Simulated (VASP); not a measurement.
# HClF2 (P4mm) in VASP: notebook

The runs below take HClF2 through relaxation of cell and atoms, single point, with PBE+D3(BJ).

Everything below comes from runs of VASP 6.6.1. Logs are shortened: lines on timing, memory, paths and dates and some standing lists are left out, and cuts for length are marked.

**1. The cell of the first run**

Symmetry: P4mm, No. 99, tetragonal system. Conventional cell: a = 3.995 Å, b = 3.995 Å, c = 4.581 Å, α = 90.00°, β = 90.00°, γ = 90.00°. H (site symmetry 4mm) has 4 F at 2.08 Å within 2.8 Å. Cl (site symmetry 4mm) has 4 F at 2.02 Å within 2.7 Å. Within 2.7 Å of F (site symmetry 2mm) lie 2 Cl at 2.02 Å and 2 H at 2.08 Å.

The cell was generated, and may not be a known phase.

**2. Relaxation of cell and atoms, PBE+D3(BJ), collinear spin**

Input file INCAR:

```
SYSTEM = HClF2
PREC = Accurate
ENCUT = 600
EDIFF = 1E-7
ISMEAR = 0
SIGMA = 0.1
LREAL = .False.
LASPH = .True.
NELM = 150
ALGO = Normal
ISIF = 3
LWAVE = .False.
LCHARG = .False.
ISPIN = 2
MAGMOM = 0 0 1 1
LORBIT = 11
GGA = PE
IVDW = 12
IBRION = 2
NSW = 90
EDIFFG = -0.04
```

Input file KPOINTS:

```
Automatic mesh
0
Gamma
  4 4 4
  0 0 0
```

Input file POSCAR:

```
HClF2
1.0
    3.9947495500      0.0000000000      0.0000000000
    0.0000000000      3.9947495500      0.0000000000
    0.0000000000      0.0000000000      4.5808589600
H Cl F
1 1 2
Direct
    0.5000000000      0.5000000000      0.4081862600
    0.0000000000      0.0000000000      0.5956362800
    0.5000000000      0.0000000000      0.5367025900
    0.0000000000      0.5000000000      0.5367025900
```

Potentials or basis: VASP PAW PBE potentials, release 64 (H, Cl, F).

Started as:

```console
cat potpaw_PBE.64/H/POTCAR potpaw_PBE.64/Cl/POTCAR potpaw_PBE.64/F/POTCAR > POTCAR
mpirun -np 1 vasp_std > vasp.out
```

OUTCAR:

```text
SYSTEM = HClF2
   PREC = Accurate
   ENCUT = 600
   EDIFF = 1E-7
   ISMEAR = 0
   LREAL = .False.
   LASPH = .True.
   NELM = 150
   ISIF = 3
   ISPIN = 2
   LORBIT = 11
   GGA = PE
   IVDW = 12
   IBRION = 2
   NSW = 90
   EDIFFG = -0.04
 IVDW          = 12

 ion  position               nearest neighbor table
   1  0.500  0.500  0.408-
   2  0.000  0.000  0.596-   3 2.02   4 2.02   4 2.02   3 2.02
   3  0.500  0.000  0.537-   2 2.02   2 2.02
   4  0.000  0.500  0.537-   2 2.02   2 2.02

  LATTYP: Found a simple tetragonal cell.
 ALAT       =     3.9947495500
 C/A-ratio  =     1.1467199389

  Lattice vectors:

 A1 = (   3.9947495500,   0.0000000000,   0.0000000000)
 A2 = (   0.0000000000,   3.9947495500,   0.0000000000)
 A3 = (   0.0000000000,   0.0000000000,   4.5808589600)

Analysis of symmetry for initial positions (statically):
=====================================================================
 Subroutine PRICEL returns:
 Original cell was already a primitive cell.

 Routine SETGRP: Setting up the symmetry group for a
 simple tetragonal supercell.

 Subroutine GETGRP returns: Found  8 space group operations
 (whereof  8 operations were pure point group operations)
 out of a pool of 16 trial point group operations.

The static configuration has the point symmetry C_4v.

Analysis of symmetry for dynamics (positions and initial velocities):
=====================================================================
 Subroutine PRICEL returns:
 Original cell was already a primitive cell.

 Routine SETGRP: Setting up the symmetry group for a
 simple tetragonal supercell.

 Subroutine GETGRP returns: Found  8 space group operations
 (whereof  8 operations were pure point group operations)
 out of a pool of 16 trial point group operations.

The dynamic configuration has the point symmetry C_4v.

Analysis of structural, dynamic, and magnetic symmetry:
=====================================================================
 Subroutine PRICEL returns:
 Original cell was already a primitive cell.

 Routine SETGRP: Setting up the symmetry group for a
 simple tetragonal supercell.

 Subroutine GETGRP returns: Found  8 space group operations
 (whereof  8 operations were pure point group operations)
 out of a pool of 16 trial point group operations.

The overall configuration has the point symmetry C_4v.

[... 111 lines left out ...]
   EFERMI_NEDOS =   21; number of points for ismear=-14 and -15
   IALGO  =     38    algorithm
   IMIX   =      4    mixing-type and parameters
     AMIX     =   0.40;   BMIX     =  1.00
     AMIX_MAG =   1.60;   BMIX_MAG =  1.00
  volume/ion in A,a.u.               =      18.28       123.33
  Fermi-wavevector in a.u.,A,eV,Ry     =   1.097085  2.073191 16.375919  1.203596
  Thomas-Fermi vector in A             =   2.233439
   LORBIT       =     11    0 simple, 1 ext, 2 COOP (PROOUT), +10 PAW based schemes
   GGA     = PE    functional components
   LHFCALC =     F    Hartree Fock is set to
   AEXX    =    0.0000 exact exchange contribution
   IVDW    =    12    specifies the selected vdW correction
   LEPSILON=     F    determine dielectric tensor
   LRPA    =     F    only Hartree local field effects (RPA)
 conjugate gradient relaxation of ions
 spin polarized calculation
 Gauss-broadening in eV      SIGMA  =   0.10
  energy-cutoff  :      600.00
  volume of cell :       73.10
 maximum number of plane-waves:      2488
 NGX is ok and might be reduce to    32
   NGX = 15   NGY = 15   NGZ = 19

--------------------------------------- Ionic step        1  -------------------------------------------

 number of electron      22.0000003 magnetization       0.9977425

 Free energy of the ion-electron system (eV)
  ---------------------------------------------------
  ext. energy  EPLUGINS =         0.00000000
  ---------------------------------------------------
  free energy    TOTEN  =        -7.22542869 eV

  energy without entropy =       -7.21383392  energy(sigma->0) =       -7.21963131

------------------------ aborting loop because EDIFF is reached ----------------------------------------

 Edisp (eV)   -0.22389

 E8    (eV) :    -0.0583
[... 113 lines left out ...]
  FREE ENERGIE OF THE ION-ELECTRON SYSTEM (eV)
  ---------------------------------------------------
  free  energy   TOTEN  =        -7.5734616105 eV

  energy  without entropy=       -7.5589674961  energy(sigma->0) =       -7.56621455

[... ionic steps 4 to 14 ...]

--------------------------------------- Ionic step       15  -------------------------------------------

 number of electron      21.9999999 magnetization      -0.9999683

------------------------ aborting loop because EDIFF is reached ----------------------------------------
[... 79 lines left out ...]
--------------------------------------- Ionic step       17  -------------------------------------------

 number of electron      21.9999996 magnetization      -0.9999817

 Free energy of the ion-electron system (eV)
  ---------------------------------------------------
  ext. energy  EPLUGINS =         0.00000000
  ---------------------------------------------------
  free energy    TOTEN  =        -7.49023756 eV

  energy without entropy =       -7.47711912  energy(sigma->0) =       -7.48367834

 E-fermi :  -0.8241     XC(G=0):  -7.8617

 val. band max:       -0.8401252371   @ k =   0.5000   0.2500   0.5000
 cond. band min:      -0.8165046175   @ k =   0.2500   0.2500   0.5000
 fundamental gap:      0.0236206196
 Fermi energy:        -0.8240877917

 spin component 1

 k-point     1 :       0.0000    0.0000    0.0000
  band No.  band energies     occupation
      1     -24.0175      1.00000
      2     -23.3364      1.00000
      3     -15.2568      1.00000
      4      -8.3415      1.00000
      5      -8.3415      1.00000
      6      -5.1530      1.00000
[... 318 lines left out ...]
      2     -23.5404      1.00000
      3     -16.6328      1.00000
      4      -6.0864      1.00000
      5      -5.3251      1.00000
      6      -4.6296      1.00000
[... 8 lines left out ...]
     15       9.2134      0.00000
     16       9.2134      0.00000
 Fermi energy:        -0.8240877917

 spin component 2

 k-point     1 :       0.0000    0.0000    0.0000
  band No.  band energies     occupation
      1     -24.2119      1.00000
      2     -23.5170      1.00000
      3     -15.5926      1.00000
      4      -8.6550      1.00000
      5      -8.6550      1.00000
      6      -5.2562      1.00000
[... 366 lines left out ...]
  FREE ENERGIE OF THE ION-ELECTRON SYSTEM (eV)
  ---------------------------------------------------
  free  energy   TOTEN  =        -7.7554854115 eV

  energy  without entropy=       -7.7423669757  energy(sigma->0) =       -7.74892619

 reached required accuracy - stopping structural energy minimisation

 total charge

# of ion       s       p       d       tot
------------------------------------------
    1        0.296   0.003   0.000   0.300
    2        1.671   3.108   0.000   4.780
    3        1.763   4.171   0.000   5.935
    4        1.763   4.171   0.000   5.935
--------------------------------------------------
tot          5.495  11.454   0.000  16.949

 magnetization (x)

# of ion       s       p       d       tot
------------------------------------------
    1       -0.242  -0.001   0.000  -0.243
    2       -0.009  -0.230   0.000  -0.239
    3       -0.007  -0.080   0.000  -0.087
    4       -0.007  -0.080   0.000  -0.087
--------------------------------------------------
tot         -0.266  -0.391   0.000  -0.657
```

OSZICAR:

```text
N       E                     dE             d eps       ncg     rms          rms(c)
DAV:   1     0.165981449725E+03    0.16598E+03   -0.12078E+04  1152   0.135E+03
DAV:   2     0.231489109071E+01   -0.16367E+03   -0.15996E+03  1664   0.278E+02
[... 257 lines left out ...]
DAV:   7    -0.749024196831E+01    0.15042E-04   -0.24636E-04  1264   0.112E-01    0.867E-02
DAV:   8    -0.749024066484E+01    0.13035E-05   -0.40740E-06  1352   0.145E-02    0.821E-02
DAV:   9    -0.749023563190E+01    0.50329E-05   -0.18247E-05  1168   0.388E-02    0.183E-02
DAV:  10    -0.749023742674E+01   -0.17948E-05   -0.96339E-06  1240   0.274E-02    0.688E-03
DAV:  11    -0.749023758165E+01   -0.15491E-06   -0.43396E-07  1280   0.596E-03    0.420E-03
DAV:  12    -0.749023755509E+01    0.26555E-07   -0.26542E-08   992   0.156E-03
  17 F= -.77554854E+01 E0= -.77489262E+01  d E =-.245511E-02  mag=    -1.0000
```

Run time: 6.8 min. Hardware: 1 thread of Intel Xeon Platinum 8488C (Sapphire Rapids), shared host; peak memory 0.26 GiB.

What came out:

```
Free energy                                           : -7.7555 eV
Relaxed volume                                        : 15.56 Å³/atom
Relaxed cell                                          : a = 4.184 Å, b = 4.184 Å, c = 3.556 Å, α = 90.00°, β = 90.00°, γ = 90.00°
Space group after relaxing (to 0.1 Å)                 : P4/mmm (No. 123)
Energy gained by relaxing                             : 76.5 meV/atom
Ionic steps                                           : 17
Pressure after relaxing                               : 0.1 GPa
Largest force after relaxing                          : 0.032 eV/Å
Net moment                                            : -1.00 μB per cell
Site moments                                          : H -0.24; Cl -0.24; F -0.09 μB
Valence electrons inside the program's atomic spheres : H 0.30; Cl 4.78; F 5.93
Dispersion energy per atom                            : -0.066 eV
```

Forces in eV/Å, atoms in the order of the input:
```
H    0.000  0.000  0.021
Cl   0.000  0.000  0.032
F    0.000  0.000 -0.027
F    0.000  0.000 -0.027
```

The path:
| step | energy change (eV) | largest force (eV/Å) | pressure (GPa) | volume (Å³) |
| --- | --- | --- | --- | --- |
| 1 | 0.0000 | 0.3264 | 4.36 | 73.10 |
| 2 | -0.1236 | 0.3641 | -0.25 | 78.44 |
| 3 | -0.1241 | 0.3637 | -0.61 | 78.98 |
| 4 | -0.1242 | 0.3639 | -0.53 | 78.85 |
| 5 | -0.1365 | 0.2934 | -0.50 | 78.39 |
| 6 | -0.1644 | 0.2235 | -0.44 | 77.00 |
| 7 | -0.1957 | 0.2303 | -0.46 | 74.21 |
| 8 | -0.2123 | 0.3711 | -1.04 | 68.54 |
| 9 | -0.2163 | 0.2465 | -0.66 | 71.48 |
| 10 | -0.2438 | 0.2084 | 0.33 | 68.55 |
| 11 | -0.2583 | 0.1463 | 1.87 | 64.75 |
| 12 | -0.2669 | 0.1348 | 1.77 | 64.35 |
| 13 | -0.2879 | 0.0919 | 1.42 | 63.16 |
| 14 | -0.3035 | 0.0208 | 0.70 | 60.71 |
| 15 | -0.3037 | 0.0238 | 0.77 | 60.95 |
| 16 | -0.3053 | 0.0274 | 0.46 | 61.51 |
| 17 | -0.3062 | 0.0323 | 0.07 | 62.24 |

Final structure:
```xyz
4
Lattice="4.1836 0.0000 0.0000 0.0000 4.1836 0.0000 0.0000 0.0000 3.5560" Properties=species:S:1:pos:R:3 pbc="T T T"
H     2.0918    2.0918    1.8445
Cl    0.0000    0.0000    1.8157
F     2.0918    0.0000    1.8631
F     0.0000    2.0918    1.8631
```

Levels at points of the mesh, in eV from the Fermi level:
Spin up:
| k point | band 6 | band 7 | band 8 | band 9 | band 10 | band 11 | band 12 | band 13 | band 14 | band 15 |
| --- | --- | --- | --- | --- | --- | --- | --- | --- | --- | --- |
| (0.00, 0.00, 0.00) | -4.33 | -3.74 | -3.74 | -3.22 | -0.93 | 1.38 | 1.97 | 1.97 | 7.52 | 11.63 |
| (0.50, 0.00, 0.00) | -4.01 | -3.93 | -3.74 | -3.44 | -1.61 | -1.36 | 1.81 | 2.73 | 7.88 | 10.63 |
| (0.50, 0.50, 0.00) | -3.44 | -3.44 | -3.25 | -3.07 | -2.24 | -2.24 | -2.03 | 3.66 | 9.54 | 10.20 |
| (0.00, 0.00, 0.50) | -5.26 | -3.70 | -3.70 | -3.48 | -1.63 | 2.04 | 2.04 | 2.16 | 8.55 | 10.15 |
| (0.50, 0.00, 0.50) | -4.69 | -3.96 | -3.84 | -3.73 | -2.15 | -1.49 | 1.89 | 3.32 | 7.88 | 10.88 |
| (0.50, 0.50, 0.50) | -3.81 | -3.81 | -3.41 | -3.23 | -2.93 | -2.07 | -2.07 | 4.17 | 8.87 | 10.04 |
Spin down:
```tsv
k point	band 8	band 9	band 10	band 11	band 12	band 13	band 14	band 15
(0.00, 0.00, 0.00)	-3.86	-3.31	-1.72	-1.07	1.53	1.53	7.10	11.42
(0.50, 0.00, 0.00)	-3.95	-3.53	-2.04	-1.50	-0.08	1.37	7.83	10.07
(0.50, 0.50, 0.00)	-3.40	-3.34	-2.63	-2.63	-2.18	0.85	9.46	10.10
(0.00, 0.00, 0.50)	-3.83	-3.56	-1.75	-1.31	1.60	1.60	8.14	10.10
(0.50, 0.00, 0.50)	-4.06	-3.92	-2.26	-1.93	0.18	1.44	7.50	10.81
(0.50, 0.50, 0.50)	-3.58	-3.32	-3.22	-2.47	-2.47	1.06	8.23	10.02
```

Caveat: the k points lie up to 0.44 Å⁻¹ apart in the final cell; a cell axis changed by over 15 % at a fixed basis, so the end point is rough.

**3. Single point, PBE+D3(BJ), collinear spin**

Input file INCAR:

```
SYSTEM = HClF2
  ALGO = Normal
  EDIFF = 1E-6
  ENCUT = 520
  GGA = PE
  ISIF = 2
  ISMEAR = 0
  ISPIN = 2
  IVDW = 12
  LASPH = .TRUE.
  LCHARG = .FALSE.
  LORBIT = 11
  LREAL = .FALSE.
  LWAVE = .FALSE.
  MAGMOM = 0 0 1 1
  NBANDS = 23
  NELM = 150
  PREC = Accurate
  SIGMA = 0.1
```

Input file KPOINTS:

```
k-points
0
G
  4 4 4
  0 0 0
```

POSCAR is that of step 2.

Potentials or basis: VASP PAW PBE potentials, release 64 (H, Cl, F).

Started as:

```console
cat potpaw_PBE.64/H/POTCAR potpaw_PBE.64/Cl/POTCAR potpaw_PBE.64/F/POTCAR > POTCAR
mpirun -np 1 vasp_std > vasp.out
```

Run time: 55 s. Hardware: 1 thread of Oxide Virtual Turin-like, shared host; peak memory 0.19 GiB.

The run converged. Its results:

```yaml
Free_energy: -7.4458 eV
Pressure: 4.4 GPa
Largest_force: 0.325 eV/Å
Net_moment: 1.00 μB per cell
Site_moments: H +0.29; Cl +0.16; F +0.08 μB
Valence_electrons_inside_the_program's_atomic_spheres: H 0.34; Cl 4.78; F 5.96
Dispersion_energy_per_atom: -0.056 eV
```

Forces in eV/Å, atoms in the order of the input:
```
H    0.000  0.000  0.064
Cl   0.000  0.000 -0.325
F    0.000  0.000  0.130
F    0.000  0.000  0.130
```

Stress tensor (GPa, compression positive):
```
 7.04  0.00  0.00
 0.00  7.04  0.00
 0.00  0.00 -1.01
```

Levels at points of the mesh, in eV from the Fermi level:
Spin up:
```tsv
k point	band 9	band 10	band 11	band 12	band 13	band 14
(0.00, 0.00, 0.00)	-4.17	-2.20	-1.32	1.57	1.57	5.55
(0.50, 0.00, 0.00)	-4.30	-2.32	-1.90	-0.22	1.41	6.57
(0.50, 0.50, 0.00)	-3.78	-2.53	-2.53	-2.34	0.43	8.42
(0.00, 0.00, 0.50)	-4.20	-2.17	-1.25	1.57	1.57	6.25
(0.50, 0.00, 0.50)	-4.31	-2.42	-1.88	-0.16	1.41	6.98
(0.50, 0.50, 0.50)	-3.78	-2.50	-2.50	-2.44	0.40	8.33
```
Spin down:
```
           k point  band 6  band 7  band 8  band 9  band 10  band 11  band 12  band 13  band 14  band 15
(0.00, 0.00, 0.00)   -5.62   -4.24   -4.24   -4.08    -1.92     1.88     1.88     1.90     6.20    11.31
(0.50, 0.00, 0.00)   -5.39   -4.59   -4.57   -4.12    -2.21    -1.63     1.71     3.18     6.57     8.51
(0.50, 0.50, 0.00)   -4.65   -4.65   -4.48   -3.66    -2.29    -2.29    -2.18     4.00     8.39     9.11
(0.00, 0.00, 0.50)   -5.81   -4.24   -4.24   -4.11    -1.98     1.87     1.87     2.42     6.46    10.63
(0.50, 0.00, 0.50)   -5.37   -4.66   -4.57   -4.13    -2.32    -1.61     1.71     3.39     7.29     8.79
(0.50, 0.50, 0.50)   -4.71   -4.71   -4.59   -3.66    -2.28    -2.26    -2.26     4.06     8.78     9.05
```

Caveat: the k points lie up to 0.39 Å⁻¹ apart.

[end of part 1 of 2]
